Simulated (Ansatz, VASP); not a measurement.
**LiF in VASP and in Ansatz**

```xyz
6
Lattice="4.8575 0.0000 0.0000 -2.4288 4.2067 0.0000 0.0000 0.0000 2.5719" Properties=species:S:1:pos:R:3 pbc="T T T"
Li   -0.8096    1.4022    0.0003
Li    1.6192    2.8045    0.0003
Li    1.6191    0.0000    0.0003
F     0.8096    1.4023    1.2866
F    -1.6191    2.8044    1.2866
F     3.2383    0.0000    1.2866
```

Alike in both runs: functional PBE; k mesh 6 × 6 × 4; occupations gaussian, width 0.1 eV; no spin polarisation.

Ansatz relaxed the structure, and its values are those at the end. VASP's run is a single point on that final structure, the one shown.

```csv
,VASP,Ansatz
version,VASP 6.6.1,Ansatz 0.2.0
potentials or method,"VASP PAW PBE potentials, release 64 (Li_sv, F), cutoff 520 eV","scalar-relativistic, plane waves, PAW"
valence electrons in the cell,30,30
```

|  | VASP | Ansatz | Ansatz less VASP |
| --- | --- | --- | --- |
| gap on the k mesh at the Fermi level (eV) | 7.75 | 7.75 | -0.001 |
| least direct gap on the mesh (eV) | 7.75 | 7.75 | -0.001 |

The k mesh is coarse, so the values compare programs but aren't converged. Noted on VASP's run: the cutoff is short for stress, so the pressure is rough.
